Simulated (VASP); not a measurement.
# Ge (I4_1/amd) in VASP: single point with r2SCAN

Aim: the single point of Ge with r2SCAN.

Program: VASP 6.6.1. These are calculated values, not measurements. Logs are shortened: lines on timing, memory, paths and dates and some standing lists are left out, and cuts for length are marked.

### 1 The cell of the first run

Symmetry: I4_1/amd, No. 141, tetragonal system. Conventional cell: a = 3.982 Å, b = 3.982 Å, c = 5.771 Å, α = 90.00°, β = 90.00°, γ = 90.00°. Within 3.2 Å of Ge (site symmetry -4m2) lie 4 Ge at 2.46 Å.

### 2 Single point, r2SCAN

Contents of POSCAR:

```
Ge
1.0
    0.0000000000      2.8154210000      2.8855800000
    2.8154210000      0.0000000000      2.8855800000
    2.8154210000      2.8154210000      0.0000000000
Ge
2
Direct
    0.0000000000      0.0000000000      0.0000000000
    0.2500000000      0.2500000000      0.2500000000
```

Contents of INCAR.step1:

```
PREC = Accurate
ENCUT = 520
ISMEAR = 0
SIGMA = 0.01
LREAL = F
LASPH = T
NELM = 80
NBANDS = 21
GGA = PE
ALGO = Normal
EDIFF = 1E-4
LWAVE = T
LCHARG = F
```

Contents of INCAR.step2:

```
PREC = Accurate
ENCUT = 520
EDIFF = 1E-6
ISMEAR = 0
SIGMA = 0.01
LREAL = F
LASPH = T
NELM = 80
ALGO = Normal
ISIF = 2
LWAVE = F
LCHARG = F
METAGGA = R2SCAN
LMIXTAU = T
NBANDS = 21
ISTART = 1
```

Contents of KPOINTS:

```
Automatic mesh
0
Gamma
  10 10 10
```

Potentials or basis: VASP PAW PBE potentials, release 64 (Ge_d).

On the command line:

```bash
$ cat potpaw_PBE.64/Ge_d/POTCAR > POTCAR
$ cp INCAR.step1 INCAR
$ mpirun -np 1 vasp_std > vasp.out
$ cp INCAR.step2 INCAR
$ mpirun -np 1 vasp_std > vasp.out
```

OUTCAR:

```text
PREC = Accurate
   ENCUT = 520
   EDIFF = 1E-6
   ISMEAR = 0
   LREAL = F
   LASPH = T
   NELM = 80
   ISIF = 2
   METAGGA = R2SCAN
   ISTART = 1

 ion  position               nearest neighbor table
   1  0.000  0.000  0.000-   2 2.46   2 2.46   2 2.46   2 2.46
   2  0.250  0.250  0.250-   1 2.46   1 2.46   1 2.46   1 2.46

  LATTYP: Found a body centered tetragonal cell.
 ALAT       =     3.9816065620
 C/A-ratio  =     1.4494551157

  Lattice vectors:

 A1 = (  -2.8154210000,   0.0000000000,   2.8855800000)
 A2 = (   2.8154210000,   0.0000000000,   2.8855800000)
 A3 = (   0.0000000000,   2.8154210000,  -2.8855800000)

Analysis of symmetry for initial positions (statically):
=====================================================================
 Subroutine PRICEL returns:
 Original cell was already a primitive cell.

 Routine SETGRP: Setting up the symmetry group for a
 body centered tetragonal supercell.

 Subroutine GETGRP returns: Found 16 space group operations
 (whereof  8 operations were pure point group operations)
 out of a pool of 16 trial point group operations.

The static configuration has the point symmetry D_2d.
 The point group associated with its full space group is D_4h.

Analysis of symmetry for dynamics (positions and initial velocities):
=====================================================================
 Subroutine PRICEL returns:
 Original cell was already a primitive cell.

 Routine SETGRP: Setting up the symmetry group for a
 body centered tetragonal supercell.

 Subroutine GETGRP returns: Found 16 space group operations
 (whereof  8 operations were pure point group operations)
 out of a pool of 16 trial point group operations.

The dynamic configuration has the point symmetry D_2d.
 The point group associated with its full space group is D_4h.

 Subroutine INISYM returns: Found 16 space group operations
 (whereof  8 operations are pure point group operations),
 and found     1 'primitive' translations

----------------------------------------------------------------------------------------

                                     Primitive cell

  volume of cell :      45.7457

  direct lattice vectors                    reciprocal lattice vectors
     0.000000000  2.815421000  2.885580000    -0.177593333  0.177593333  0.173275390
     2.815421000  0.000000000  2.885580000     0.177593333 -0.177593333  0.173275390
     2.815421000  2.815421000  0.000000000     0.177593333  0.177593333 -0.173275390

  length of vectors
     4.031521716  4.031521716  3.981606562     0.305128079  0.305128079  0.305128079

  position of ions in fractional coordinates (direct lattice)
     0.000000000  0.000000000  0.000000000
     0.250000000  0.250000000  0.250000000

  ion indices of the primitive-cell ions
   primitive index   ion index
                 1           1
                 2           2

----------------------------------------------------------------------------------------

 KPOINTS: Automatic mesh

Automatic generation of k-mesh.
 Grid dimensions read from file:
 generate k-points for:   10   10   10

 Generating k-lattice:

  Cartesian coordinates                     Fractional coordinates (reciprocal lattice)
    -0.017759333  0.017759333  0.017327539     0.100000000 -0.000000000  0.000000000
     0.017759333 -0.017759333  0.017327539    -0.000000000  0.100000000  0.000000000
     0.017759333  0.017759333 -0.017327539     0.000000000  0.000000000  0.100000000

  Length of vectors
     0.030512808  0.030512808  0.030512808

  Shift w.r.t. Gamma in fractional coordinates (k-lattice)
     0.000000000  0.000000000  0.000000000

 Subroutine IBZKPT returns following result:
 ===========================================

 Found    102 irreducible k-points:

 Following reciprocal coordinates:
            Coordinates               Weight
  0.000000  0.000000  0.000000      1.000000
  0.100000  0.000000  0.000000      8.000000
  0.200000  0.000000  0.000000      8.000000
  0.300000 -0.000000  0.000000      8.000000
  0.400000  0.000000  0.000000      8.000000
  0.500000  0.000000  0.000000      4.000000
[... 16 lines left out ...]
  0.300000  0.300000  0.000000      2.000000
  0.400000  0.300000  0.000000      8.000000
 [... further k-points ...]
   k-points           NKPTS =    102   k-points in BZ     NKDIM =    102   number of bands    NBANDS=     21
   number of dos      NEDOS =    301   number of ions     NIONS =      2
   total plane-waves  NPLWV =  27000
   dimension x,y,z NGX =    30 NGY =   30 NGZ =   30
   dimension x,y,z NGXF=    60 NGYF=   60 NGZF=   60
   ions per type =               2
   NGX,Y,Z   is equivalent  to a cutoff of  12.37, 12.37, 12.53 a.u.
   NGXF,Y,Z  is equivalent  to a cutoff of  24.74, 24.74, 25.05 a.u.
 SYSTEM =  unknown system
   PREC   = accura    normal or accurate (medium, high low for compatibility)
   ISTART =      1    job   : 0-new  1-cont  2-samecut
   ICHARG =      0    charge: 1-file 2-atom 10-const
   ISPIN  =      1    spin polarized calculation?
   LNONCOLLINEAR =      F non collinear calculations
   LSORBIT =      F    spin-orbit coupling
   LASPH  =      T    aspherical Exc in radial PAW
   ENCUT  =  520.0 eV  38.22 Ry    6.18 a.u.   7.50  7.50  7.40*2*pi/ulx,y,z
   NELM   =     80;   NELMIN=  2; NELMDL=  0     # of ELM steps
   EDIFF  = 0.1E-05   stopping-criterion for ELM
   LREAL  =      F    real-space projection
   EDIFFG = 0.1E-04   stopping-criterion for IOM
   NSW    =      0    number of steps for IOM
   IBRION =     -1    ionic relax: 0-MD 1-quasi-New 2-CG
   NFREE  =      0    steps in history (QN), initial steepest desc. (CG)
   ISIF   =      2    stress and relaxation
   ISYM   =      2    0-nonsym 1-usesym 2-fastsym
   POTIM  = 0.5000    time-step for ionic-motion
   TEBEG  =    0.0;   TEEND  =   0.0 temperature during run
   PSTRESS=    0.0 pullay stress
   NELECT =      28.0000    total number of electrons
   NUPDOWN=      -1.0000    fix difference up-down
   EMIN   =  10.00;   EMAX   =-10.00  energy-range for DOS
   EFERMI =   0.00;   METHOD = LEGACY
   ISMEAR =     0;   SIGMA  =   0.01  broadening in eV -4-tet -1-fermi 0-gaus
   EFERMI_NEDOS =   21; number of points for ismear=-14 and -15
   IALGO  =     38    algorithm
   IMIX   =      4    mixing-type and parameters
     AMIX     =   0.40;   BMIX     =  1.00
     AMIX_MAG =   1.60;   BMIX_MAG =  1.00
  volume/ion in A,a.u.               =      22.87       154.35
  Fermi-wavevector in a.u.,A,eV,Ry     =   1.389988  2.626696 26.287345  1.932065
  Thomas-Fermi vector in A             =   2.513966
   LORBIT       =      0    0 simple, 1 ext, 2 COOP (PROOUT), +10 PAW based schemes
   METAGGA = R2SCAN    functional components
   LHFCALC =     F    Hartree Fock is set to
   AEXX    =    0.0000 exact exchange contribution
   IVDW    =     0    specifies the selected vdW correction
   LEPSILON=     F    determine dielectric tensor
   LRPA    =     F    only Hartree local field effects (RPA)
 non-spin polarized calculation
 Gauss-broadening in eV      SIGMA  =   0.01
  energy-cutoff  :      520.00
  volume of cell :       45.75
 maximum number of plane-waves:      1255
 NGX is ok and might be reduce to    30
   NGX = 15   NGY = 15   NGZ = 15

 number of electron      28.0000025 magnetization

 Free energy of the ion-electron system (eV)
  ---------------------------------------------------
  ext. energy  EPLUGINS =         0.00000000
  ---------------------------------------------------
  free energy    TOTEN  =       -27.73772313 eV

  energy without entropy =      -27.73772313  energy(sigma->0) =      -27.73772313

 E-fermi :   4.8462     XC(G=0): -10.7662

 val. band max:        4.7696780050   @ k =   0.0000   0.0000   0.0000
 cond. band min:       4.9994201137   @ k =   0.0000   0.0000   0.0000
 fundamental gap:      0.2297421087
 Fermi energy:         4.8461726516

 k-point     1 :       0.0000    0.0000    0.0000
  band No.  band energies     occupation
      1     -20.7813      2.00000
      2     -20.7813      2.00000
      3     -20.7751      2.00000
      4     -20.7418      2.00000
      5     -20.7394      2.00000
      6     -20.5358      2.00000
[... 13 lines left out ...]
     20      14.3430      0.00000
     21      14.8626      0.00000

 k-point     2 :       0.1000    0.0000    0.0000
  band No.  band energies     occupation
      1     -20.7870      2.00000
      2     -20.7838      2.00000
      3     -20.7769      2.00000
      4     -20.7334      2.00000
      5     -20.7316      2.00000
      6     -20.5403      2.00000
[... 13 lines left out ...]
     20      13.7183      0.00000
     21      14.1253      0.00000

 k-point     3 :       0.2000    0.0000    0.0000
  band No.  band energies     occupation
      1     -20.7964      2.00000
      2     -20.7917      2.00000
      3     -20.7734      2.00000
      4     -20.7184      2.00000
      5     -20.7174      2.00000
      6     -20.5491      2.00000
[... 13 lines left out ...]
     20      13.4374      0.00000
     21      13.5395      0.00000

 k-point     4 :       0.3000   -0.0000    0.0000
  band No.  band energies     occupation
      1     -20.8031      2.00000
      2     -20.7973      2.00000
      3     -20.7681      2.00000
      4     -20.7060      2.00000
      5     -20.7058      2.00000
      6     -20.5567      2.00000
[... 13 lines left out ...]
     20      13.8296      0.00000
     21      13.8448      0.00000

 k-point     5 :       0.4000    0.0000    0.0000
  band No.  band energies     occupation
      1     -20.8065      2.00000
      2     -20.7997      2.00000
      3     -20.7637      2.00000
      4     -20.6996      2.00000
      5     -20.6993      2.00000
      6     -20.5608      2.00000
[... 13 lines left out ...]
     20      15.0305      0.00000
     21      15.2101      0.00000
[... 382 lines left out ...]
     20      14.6856      0.00000
     21      16.6543      0.00000

 k-point    22 :      -0.2000    0.2000    0.0000
  band No.  band energies     occupation
      1     -20.8119      2.00000
      2     -20.8049      2.00000
      3     -20.7503      2.00000
      4     -20.7085      2.00000
      5     -20.6835      2.00000
      6     -20.5824      2.00000
[... 13 lines left out ...]
     20      15.0923      0.00000
     21      15.7806      0.00000

 k-point    23 :       0.3000    0.3000    0.0000
  band No.  band energies     occupation
      1     -20.8067      2.00000
      2     -20.8066      2.00000
      3     -20.7825      2.00000
      4     -20.6911      2.00000
      5     -20.6454      2.00000
      6     -20.6442      2.00000
[... 13 lines left out ...]
     20      16.3704      0.00000
     21      16.4140      0.00000

 k-point    24 :       0.4000    0.3000    0.0000
  band No.  band energies     occupation
      1     -20.8164      2.00000
      2     -20.8116      2.00000
      3     -20.7670      2.00000
      4     -20.6759      2.00000
      5     -20.6633      2.00000
      6     -20.6261      2.00000
[... 13 lines left out ...]
     20      16.8233      0.00000
     21      17.0988      0.00000

 [... further k-points ...]
[... 5 lines left out ...]
  --------------------------------------------------------------------------------------
  -------------------------------------------------------------------------------------
  Total        0.1872700      0.1872700     -0.4111350      0.0000000      0.0000000     -0.0000000
  in kB        6.5588690      6.5588690    -14.3994259      0.0000000      0.0000000     -0.0000000
  external PRESSURE =      -0.4272293 kB  Pullay stress =       0.0000000 kB

 VOLUME and BASIS-vectors are now :
 -----------------------------------------------------------------------------
  energy-cutoff  :      520.00
  volume of cell :       45.75
      direct lattice vectors                 reciprocal lattice vectors
     0.000000000  2.815421000  2.885580000    -0.177593333  0.177593333  0.173275390
     2.815421000  0.000000000  2.885580000     0.177593333 -0.177593333  0.173275390
     2.815421000  2.815421000  0.000000000     0.177593333  0.177593333 -0.173275390

 POSITION                                       TOTAL-FORCE (eV/Angst)
 -----------------------------------------------------------------------------------
      0.00000      0.00000      0.00000        -0.000000     -0.000000     -0.000000
      1.40771      1.40771      1.44279         0.000000      0.000000      0.000000
 -----------------------------------------------------------------------------------
    total drift:                                0.000000      0.000000      0.000000

  FREE ENERGIE OF THE ION-ELECTRON SYSTEM (eV)
  ---------------------------------------------------
  free  energy   TOTEN  =       -27.7377231335 eV

  energy  without entropy=      -27.7377231335  energy(sigma->0) =      -27.73772313
```

Wall time 11 min (1 thread of AMD EPYC 7R13, shared host); peak memory 0.19 GiB.

Results:

```yaml
Free_energy: -27.7377 eV
Pressure: 0.0 GPa
Band_gap_on_the_k_mesh: 0.23 eV, direct
```

Stress tensor (GPa, compression positive):
```
 0.66  0.00  0.00
 0.00  0.66  0.00
 0.00  0.00 -1.44
```

Caveat: the PAW data sets were made with another functional, which shifts forces and pressure a little. A k mesh can miss the band edges.
